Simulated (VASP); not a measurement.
# HfC (I4/mmm) in VASP: a series of runs

The runs below take HfC through single point, with PBEsol.

All numbers are computed with VASP 6.6.1; they aren't measurements. Logs are shortened: lines on timing, memory, paths and dates and some standing lists are left out, and cuts for length are marked.

### Step 1. The cell of the first run

The structure is tetragonal, space group I4/mmm (No. 139). Conventional cell: a = 3.013 Å, b = 3.013 Å, c = 5.539 Å, α = 90.00°, β = 90.00°, γ = 90.00°. Within 2.8 Å of Hf (site symmetry 4/mmm) lie 6 C at 2.13 to 2.77 Å. C (site symmetry 4/mmm) has 6 Hf at 2.13 to 2.77 Å within 2.8 Å.

### Step 2. Single point, PBEsol

The input, INCAR:

```
PREC = Accurate
ENCUT = 520
EDIFF = 1E-7
ISMEAR = 0
SIGMA = 0.15
LREAL = False
LASPH = True
NELM = 60
ALGO = Normal
ISIF = 2
LWAVE = False
LCHARG = False
GGA = PS
NBANDS = 14
```

The input, KPOINTS:

```
regular mesh
0
Gamma
  20 20 20
```

The input, POSCAR:

```
HfC
1.0
    0.0000000000      2.1303052604      2.7693968386
    2.1303052604      0.0000000000      2.7693968386
    2.1303052604      2.1303052604      0.0000000000
Hf C
1 1
Direct
    0.5000000000      0.5000000000      0.5000000000
    0.0000000000      0.0000000000      0.0000000000
```

Potentials or basis: VASP PAW PBE potentials, release 64 (Hf_pv, C).

Started as:

```bash
cat potpaw_PBE.64/Hf_pv/POTCAR potpaw_PBE.64/C/POTCAR > POTCAR
mpirun -np 1 vasp_std > vasp.out
```

OUTCAR:

```text
PREC = Accurate
   ENCUT = 520
   EDIFF = 1E-7
   ISMEAR = 0
   LREAL = False
   LASPH = True
   NELM = 60
   ISIF = 2
   GGA = PS

 ion  position               nearest neighbor table
   1  0.500  0.500  0.500-   2 2.13   2 2.13   2 2.13   2 2.13   2 2.77   2 2.77
   2  0.000  0.000  0.000-   1 2.13   1 2.13   1 2.13   1 2.13   1 2.77   1 2.77

  LATTYP: Found a body centered tetragonal cell.
 ALAT       =     3.0127065913
 C/A-ratio  =     1.8384776311

  Lattice vectors:

 A1 = (  -2.1303052604,   0.0000000000,   2.7693968386)
 A2 = (   2.1303052604,   0.0000000000,   2.7693968386)
 A3 = (   0.0000000000,   2.1303052604,  -2.7693968386)

Analysis of symmetry for initial positions (statically):
=====================================================================
 Subroutine PRICEL returns:
 Original cell was already a primitive cell.

 Routine SETGRP: Setting up the symmetry group for a
 body centered tetragonal supercell.

 Subroutine GETGRP returns: Found 16 space group operations
 (whereof 16 operations were pure point group operations)
 out of a pool of 16 trial point group operations.

The static configuration has the point symmetry D_4h.

Analysis of symmetry for dynamics (positions and initial velocities):
=====================================================================
 Subroutine PRICEL returns:
 Original cell was already a primitive cell.

 Routine SETGRP: Setting up the symmetry group for a
 body centered tetragonal supercell.

 Subroutine GETGRP returns: Found 16 space group operations
 (whereof 16 operations were pure point group operations)
 out of a pool of 16 trial point group operations.

The dynamic configuration has the point symmetry D_4h.

 Subroutine INISYM returns: Found 16 space group operations
 (whereof 16 operations are pure point group operations),
 and found     1 'primitive' translations

----------------------------------------------------------------------------------------

                                     Primitive cell

  volume of cell :      25.1362

  direct lattice vectors                    reciprocal lattice vectors
     0.000000000  2.130305260  2.769396839    -0.234708147  0.234708147  0.180544728
     2.130305260  0.000000000  2.769396839     0.234708147 -0.234708147  0.180544728
     2.130305260  2.130305260  0.000000000     0.234708147  0.234708147 -0.180544728

  length of vectors
     3.493960411  3.493960411  3.012706591     0.377852124  0.377852124  0.377852124

  position of ions in fractional coordinates (direct lattice)
     0.500000000  0.500000000  0.500000000
     0.000000000  0.000000000  0.000000000

  ion indices of the primitive-cell ions
   primitive index   ion index
                 1           1
                 2           2

----------------------------------------------------------------------------------------

 KPOINTS: regular mesh

Automatic generation of k-mesh.
 Grid dimensions read from file:
 generate k-points for:   20   20   20

 Generating k-lattice:

  Cartesian coordinates                     Fractional coordinates (reciprocal lattice)
    -0.011735407  0.011735407  0.009027236     0.050000000 -0.000000000  0.000000000
     0.011735407 -0.011735407  0.009027236    -0.000000000  0.050000000  0.000000000
     0.011735407  0.011735407 -0.009027236     0.000000000  0.000000000  0.050000000

  Length of vectors
     0.018892606  0.018892606  0.018892606

  Shift w.r.t. Gamma in fractional coordinates (k-lattice)
     0.000000000  0.000000000  0.000000000

 Subroutine IBZKPT returns following result:
 ===========================================

 Found    641 irreducible k-points:

 Following reciprocal coordinates:
            Coordinates               Weight
  0.000000  0.000000  0.000000      1.000000
  0.050000  0.000000  0.000000      8.000000
  0.100000 -0.000000  0.000000      8.000000
  0.150000  0.000000  0.000000      8.000000
  0.200000 -0.000000  0.000000      8.000000
  0.250000 -0.000000  0.000000      8.000000
[... 16 lines left out ...]
 -0.400000  0.050000  0.000000      8.000000
 -0.350000  0.050000  0.000000      8.000000
 [... further k-points ...]
   k-points           NKPTS =    641   k-points in BZ     NKDIM =    641   number of bands    NBANDS=     14
   number of dos      NEDOS =    301   number of ions     NIONS =      2
   total plane-waves  NPLWV =  18816
   dimension x,y,z NGX =    28 NGY =   28 NGZ =   24
   dimension x,y,z NGXF=    56 NGYF=   56 NGZF=   48
   ions per type =               1   1
   NGX,Y,Z   is equivalent  to a cutoff of  13.32, 13.32, 13.24 a.u.
   NGXF,Y,Z  is equivalent  to a cutoff of  26.65, 26.65, 26.49 a.u.
 SYSTEM =  unknown system
   PREC   = accura    normal or accurate (medium, high low for compatibility)
   ISTART =      0    job   : 0-new  1-cont  2-samecut
   ICHARG =      2    charge: 1-file 2-atom 10-const
   ISPIN  =      1    spin polarized calculation?
   LNONCOLLINEAR =      F non collinear calculations
   LSORBIT =      F    spin-orbit coupling
   LASPH  =      T    aspherical Exc in radial PAW
   ENCUT  =  520.0 eV  38.22 Ry    6.18 a.u.   6.50  6.50  5.60*2*pi/ulx,y,z
   NELM   =     60;   NELMIN=  2; NELMDL= -5     # of ELM steps
   EDIFF  = 0.1E-06   stopping-criterion for ELM
   LREAL  =      F    real-space projection
   EDIFFG = 0.1E-05   stopping-criterion for IOM
   NSW    =      0    number of steps for IOM
   IBRION =     -1    ionic relax: 0-MD 1-quasi-New 2-CG
   NFREE  =      0    steps in history (QN), initial steepest desc. (CG)
   ISIF   =      2    stress and relaxation
   ISYM   =      2    0-nonsym 1-usesym 2-fastsym
   POTIM  = 0.5000    time-step for ionic-motion
   TEBEG  =    0.0;   TEEND  =   0.0 temperature during run
   PSTRESS=    0.0 pullay stress
   NELECT =      14.0000    total number of electrons
   NUPDOWN=      -1.0000    fix difference up-down
   EMIN   =  10.00;   EMAX   =-10.00  energy-range for DOS
   EFERMI =   0.00;   METHOD = LEGACY
   ISMEAR =     0;   SIGMA  =   0.15  broadening in eV -4-tet -1-fermi 0-gaus
   EFERMI_NEDOS =   21; number of points for ismear=-14 and -15
   IALGO  =     38    algorithm
   IMIX   =      4    mixing-type and parameters
     AMIX     =   0.40;   BMIX     =  1.00
     AMIX_MAG =   1.60;   BMIX_MAG =  1.00
  volume/ion in A,a.u.               =      12.57        84.81
  Fermi-wavevector in a.u.,A,eV,Ry     =   1.346949  2.545365 24.684672  1.814272
  Thomas-Fermi vector in A             =   2.474740
   LORBIT       =      0    0 simple, 1 ext, 2 COOP (PROOUT), +10 PAW based schemes
   GGA     = PS    functional components
   LHFCALC =     F    Hartree Fock is set to
   AEXX    =    0.0000 exact exchange contribution
   IVDW    =     0    specifies the selected vdW correction
   LEPSILON=     F    determine dielectric tensor
   LRPA    =     F    only Hartree local field effects (RPA)
 non-spin polarized calculation
 Gauss-broadening in eV      SIGMA  =   0.15
  energy-cutoff  :      520.00
  volume of cell :       25.14
 maximum number of plane-waves:       694
 NGX is ok and might be reduce to    28

 number of electron      13.9999999 magnetization

 Free energy of the ion-electron system (eV)
  ---------------------------------------------------
  ext. energy  EPLUGINS =         0.00000000
  ---------------------------------------------------
  free energy    TOTEN  =       -20.96001434 eV

  energy without entropy =      -20.95713748  energy(sigma->0) =      -20.95857591

 E-fermi :   5.9515     XC(G=0): -12.2948

 val. band max:        5.9247446855   @ k =   0.1000   0.0000   0.1000
 cond. band min:       5.9652723260   @ k =   0.5000   0.0000   0.5000
 fundamental gap:      0.0405276405
 Fermi energy:         5.9514731437

 k-point     1 :       0.0000    0.0000    0.0000
  band No.  band energies     occupation
      1     -23.7797      2.00000
      2     -23.3081      2.00000
      3     -23.3081      2.00000
      4      -6.5991      2.00000
      5       5.5388      1.99990
      6       5.6027      1.99899
      7       6.0633      0.29172
      8       7.2995      0.00000
      9       7.2995      0.00000
     10       8.5045      0.00000
     11       8.5045      0.00000
     12      10.8938      0.00000
     13      15.8567      0.00000
     14      17.4203      0.00000

 k-point     2 :       0.0500    0.0000    0.0000
  band No.  band energies     occupation
      1     -23.7829      2.00000
      2     -23.3326      2.00000
      3     -23.3061      2.00000
      4      -6.5277      2.00000
      5       5.2453      2.00000
      6       5.4371      2.00000
      7       6.3115      0.00069
      8       6.9882      0.00000
      9       7.3539      0.00000
     10       8.5600      0.00000
     11       8.6397      0.00000
     12      11.2785      0.00000
     13      15.9878      0.00000
     14      17.6086      0.00000

 k-point     3 :       0.1000   -0.0000    0.0000
  band No.  band energies     occupation
      1     -23.7927      2.00000
      2     -23.4022      2.00000
      3     -23.3003      2.00000
      4      -6.3175      2.00000
      5       4.6720      2.00000
      6       5.1006      2.00000
      7       6.3099      0.00073
      8       6.6261      0.00000
      9       7.5753      0.00000
     10       8.7056      0.00000
     11       8.9882      0.00000
     12      12.1941      0.00000
     13      16.3479      0.00000
     14      18.1353      0.00000

 k-point     4 :       0.1500    0.0000    0.0000
  band No.  band energies     occupation
      1     -23.8101      2.00000
      2     -23.5064      2.00000
      3     -23.2912      2.00000
      4      -5.9803      2.00000
      5       4.0480      2.00000
      6       4.5712      2.00000
      7       5.5493      1.99985
      8       6.9868      0.00000
      9       7.9333      0.00000
     10       8.9305      0.00000
     11       9.4848      0.00000
     12      13.3551      0.00000
     13      16.8412      0.00000
     14      18.8666      0.00000

 k-point     5 :       0.2000   -0.0000    0.0000
  band No.  band energies     occupation
      1     -23.8399      2.00000
      2     -23.6265      2.00000
      3     -23.2796      2.00000
      4      -5.5335      2.00000
      5       3.3895      2.00000
      6       3.9676      2.00000
      7       4.8214      2.00000
      8       7.4250      0.00000
      9       8.3983      0.00000
     10       9.2278      0.00000
     11      10.0901      0.00000
[... 276 lines left out ...]
 k-point    22 :      -0.4500    0.0500    0.0000
  band No.  band energies     occupation
      1     -24.2767      2.00000
      2     -23.8489      2.00000
      3     -23.2247      2.00000
      4      -2.3026      2.00000
      5      -0.3386      2.00000
      6       2.0008      2.00000
      7       2.6168      2.00000
      8      10.6399      0.00000
      9      11.0065      0.00000
     10      12.4635      0.00000
     11      12.7134      0.00000
     12      13.3822      0.00000
     13      18.8824      0.00000
     14      20.0261      0.00000

 k-point    23 :      -0.4000    0.0500    0.0000
  band No.  band energies     occupation
      1     -24.2491      2.00000
      2     -23.8416      2.00000
      3     -23.2248      2.00000
      4      -2.6845      2.00000
      5       0.0860      2.00000
      6       2.1056      2.00000
      7       2.6867      2.00000
      8       9.7839      0.00000
      9      10.7920      0.00000
     10      12.2545      0.00000
     11      12.8288      0.00000
     12      13.8902      0.00000
     13      19.1403      0.00000
     14      20.0251      0.00000

 k-point    24 :      -0.3500    0.0500    0.0000
  band No.  band energies     occupation
      1     -24.1829      2.00000
      2     -23.8293      2.00000
      3     -23.2291      2.00000
      4      -3.2812      2.00000
      5       0.7607      2.00000
      6       2.3223      2.00000
      7       2.8839      2.00000
      8       9.0035      0.00000
      9      10.4639      0.00000
     10      11.5653      0.00000
     11      12.2865      0.00000
     12      15.0158      0.00000
     13      19.6314      0.00000
     14      19.6506      0.00000

 [... further k-points ...]

------------------------ aborting loop because EDIFF is reached ----------------------------------------

  FORCE on cell =-STRESS in cart. coord.  units (eV):
  Direction    XX          YY          ZZ          XY          YZ          ZX
  --------------------------------------------------------------------------------------
  -------------------------------------------------------------------------------------
  Total        8.2489812      8.2489812     -5.5209501      0.0000000      0.0000000      0.0000000
  in kB      525.7896446    525.7896446   -351.9050776      0.0000000      0.0000000      0.0000000
  external PRESSURE =     233.2247372 kB  Pullay stress =       0.0000000 kB

 VOLUME and BASIS-vectors are now :
 -----------------------------------------------------------------------------
  energy-cutoff  :      520.00
  volume of cell :       25.14
      direct lattice vectors                 reciprocal lattice vectors
     0.000000000  2.130305260  2.769396839    -0.234708147  0.234708147  0.180544728
     2.130305260  0.000000000  2.769396839     0.234708147 -0.234708147  0.180544728
     2.130305260  2.130305260  0.000000000     0.234708147  0.234708147 -0.180544728

 POSITION                                       TOTAL-FORCE (eV/Angst)
 -----------------------------------------------------------------------------------
      2.13031      2.13031      2.76940        -0.000000      0.000000      0.000000
      0.00000      0.00000      0.00000         0.000000     -0.000000      0.000000
 -----------------------------------------------------------------------------------
    total drift:                                0.000000      0.000000      0.000000

  FREE ENERGIE OF THE ION-ELECTRON SYSTEM (eV)
  ---------------------------------------------------
  free  energy   TOTEN  =       -20.9600143370 eV

  energy  without entropy=      -20.9571374817  energy(sigma->0) =      -20.95857591
```

Wall time 3.6 min (1 thread of AMD EPYC 7R13 (Zen 3), shared host); peak memory 0.32 GiB.

Results:

```yaml
Free_energy: -20.9600 eV
Pressure: 23.3 GPa
Band_gap_on_the_k_mesh: zero (band 7 reaches 7.11 eV, above the bottom of band 8 at 5.22 eV)
```

Stress tensor (GPa, compression positive):
```
 52.58   0.00   0.00
  0.00  52.58   0.00
  0.00   0.00 -35.19
```

Levels at points of the mesh, in eV from the Fermi level:
```tsv
k point	band 4	band 5	band 6	band 7	band 8	band 9	band 10	band 11
(0.00, 0.00, 0.00)	-12.55	-0.41	-0.35	0.11	1.35	1.35	2.55	2.55
(0.50, 0.00, 0.00)	-8.22	-6.36	-3.95	-3.34	5.09	5.53	5.60	6.79
(0.50, 0.50, 0.00)	-11.23	-4.05	-1.74	0.84	0.84	5.54	6.20	6.20
(0.50, 0.00, 0.50)	-10.76	-1.81	-1.50	-0.75	0.01	3.71	4.18	8.65
```

Caveat: the PAW data sets were made with another functional, which shifts forces and pressure a little; spin-orbit coupling is left out, which moves the levels of the heavy elements.

### Step 3. Single point, PBEsol

This run uses another cell than the first one, of the same volume but with other edges.

The input, INCAR:

```
PREC     = Accurate       # precision mode
ENCUT    = 520            # plane-wave cutoff, eV
EDIFF    = 1E-7           # SCF threshold, eV
ISMEAR   = 0              # smearing method
SIGMA    = 0.15           # smearing width, eV
LREAL    = F              # projectors in reciprocal space
LASPH    = T              # aspherical terms in the spheres
NELM     = 60             # most SCF steps
ALGO     = Normal         # electronic algorithm
ISIF     = 2              # what is computed and relaxed
LWAVE    = F              # write WAVECAR
LCHARG   = F              # write CHGCAR
GGA      = PS             # functional
NBANDS   = 14             # bands
```

KPOINTS is that of step 2.

The input, POSCAR:

```
HfC
1.0
    0.0000000000      2.3905271553      2.1992849829
    2.3905271553      0.0000000000      2.1992849829
    2.3905271553      2.3905271553      0.0000000000
Hf C
1 1
Direct
    0.5000000000      0.5000000000      0.5000000000
    0.0000000000      0.0000000000      0.0000000000
```

Potentials or basis: VASP PAW PBE potentials, release 64 (Hf_pv, C).

Started as:

```bash
cat potpaw_PBE.64/Hf_pv/POTCAR potpaw_PBE.64/C/POTCAR > POTCAR
mpirun -np 1 vasp_std > vasp.out
```

Run time: 3.2 min. Hardware: 1 thread of AMD EPYC 7R13 (Zen 3), shared host; peak memory 0.31 GiB.

The run converged. Its results:

```
Free energy            : -22.0257 eV
Pressure               : -3.7 GPa
Band gap on the k mesh : zero (band 7 reaches 6.90 eV, above the bottom of band 8 at 4.88 eV)
```

Stress tensor (GPa, compression positive):
```
-16.23   0.00   0.00
  0.00 -16.23   0.00
  0.00   0.00  21.29
```

Levels at points of the mesh, in eV from the Fermi level:
| k point | band 5 | band 6 | band 7 | band 8 | band 9 | band 10 |
| --- | --- | --- | --- | --- | --- | --- |
| (0.00, 0.00, 0.00) | 0.85 | 0.85 | 1.07 | 1.07 | 1.33 | 1.94 |
| (0.50, 0.00, 0.00) | -6.20 | -3.15 | -3.02 | 4.89 | 5.71 | 5.95 |
| (0.50, 0.50, 0.00) | -1.98 | -1.92 | -0.44 | -0.44 | 5.36 | 6.65 |
| (0.50, 0.00, 0.50) | -2.90 | -1.75 | -0.10 | 0.30 | 4.89 | 6.19 |

Caveat: the PAW data sets were made with another functional, which shifts forces and pressure a little; spin-orbit coupling is left out, which moves the levels of the heavy elements.

### Step 4. Single point, PBEsol

This run uses another cell than the first one, of the same volume but with other edges.

The input, INCAR:

```
SYSTEM = HfC
ALGO = Normal
EDIFF = 1E-6
ENCUT = 520
GGA = PS
ISIF = 2
ISMEAR = 0
LASPH = .TRUE.
LCHARG = .FALSE.
LREAL = .FALSE.
LWAVE = .FALSE.
NBANDS = 14
NELM = 60
PREC = Accurate
SIGMA = 0.15
```

The input, KPOINTS:

```
k-points
0
G
  20 20 20
  0 0 0
```

The input, POSCAR:

```
HfC
1.0
    0.0000000000      2.2522956368      2.4775252005
    2.2522956368      0.0000000000      2.4775252005
    2.2522956368      2.2522956368      0.0000000000
Hf C
1 1
Direct
    0.5000000000      0.5000000000      0.5000000000
    0.0000000000      0.0000000000      0.0000000000
```

Started as:

```bash
cat potpaw_PBE.64/Hf_pv/POTCAR potpaw_PBE.64/C/POTCAR > POTCAR
mpirun -np 1 vasp_std > vasp.out
```

Run time: 3.8 min. Hardware: 1 thread of AMD EPYC 7R13 (Zen 3), shared host; peak memory 0.31 GiB.

Results (log left out):

| Item | Value |
| --- | --- |
| Free energy | -22.0103 eV |
| Pressure | -2.8 GPa |
| Band gap on the k mesh | zero (band 7 reaches 6.99 eV, above the bottom of band 8 at 5.30 eV) |

Stress tensor (GPa, compression positive):
```
  8.26   0.00   0.00
  0.00   8.26   0.00
  0.00   0.00 -24.96
```

Levels at points of the mesh, in eV from the Fermi level:
| k point | band 3 | band 4 | band 5 | band 6 | band 7 | band 8 | band 9 | band 10 | band 11 | band 12 |
| --- | --- | --- | --- | --- | --- | --- | --- | --- | --- | --- |
| (0.00, 0.00, 0.00) | -29.45 | -12.34 | 0.68 | 0.71 | 1.15 | 1.15 | 1.71 | 1.71 | 2.15 | 3.97 |
| (0.50, 0.00, 0.00) | -29.47 | -8.46 | -6.21 | -3.21 | -2.99 | 5.02 | 5.55 | 6.02 | 6.37 | 9.77 |
| (0.50, 0.50, 0.00) | -29.62 | -10.57 | -3.23 | -1.73 | 0.27 | 0.27 | 5.30 | 6.61 | 6.61 | 7.89 |
| (0.50, 0.00, 0.50) | -29.78 | -10.39 | -2.23 | -1.88 | -0.41 | -0.09 | 4.87 | 5.95 | 7.36 | 8.70 |

Caveat: the PAW data sets were made with another functional, which shifts forces and pressure a little; spin-orbit coupling is left out, which moves the levels of the heavy elements.

### Step 5. Overview

```csv
cell,gap on the mesh (eV),pressure (GPa)
"a = 3.494, b = 3.494, c = 3.013 Å, angles 64.5, 64.5, 51.1°, 2 atoms",none,23.3
"a = 3.248, b = 3.248, c = 3.381 Å, angles 58.6, 58.6, 62.7°, 2 atoms",none,-3.7
"a = 3.348, b = 3.348, c = 3.185 Å, angles 61.6, 61.6, 56.8°, 2 atoms",none,-2.8
```

Alike in all rows: task single point; level PBEsol; potentials or basis VASP PAW PBE potentials, release 64 (Hf_pv, C); no spin polarisation; k mesh 20 × 20 × 20; cutoff (eV) 520; smearing gaussian 0.15 eV.

Caveats: the PAW data sets were made with another functional, which shifts forces and pressure a little; spin-orbit coupling is left out, which moves the levels of the heavy elements.

Total energies depend on the potentials used, so only differences within one code and one set of settings carry meaning.
